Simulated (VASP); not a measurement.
The system is Ge.

```
Ge
1.0
     0.00000    2.84765    2.84765
     2.84765    0.00000    2.84765
     2.84765    2.84765    0.00000
Ge
2
Direct
  0.75000 0.75000 0.75000
  0.50000 0.50000 0.50000
```

Program: VASP 6.6.1. Alike in all runs: task single point; potentials or basis VASP PAW PBE potentials, release 64 (Ge_d); no spin polarisation; cell as given; cutoff (eV) 520; smearing fermi-dirac 0.05 eV.

Task: Order these runs on this cell by their band gap on the k mesh, lowest first.
A. level revPBE+D3(BJ); k mesh 8 × 8 × 8
B. level r2SCAN; k mesh 8 × 8 × 8
C. level HSE06; k mesh 4 × 4 × 4; grid for exact exchange (PRECFOCK) Normal; screening parameter 0.2079 1/Å

Result: A (metal), B (0.21 eV), C (0.76 eV).

Caveats: some runs use coarse meshes.

A k mesh can miss the band edges.
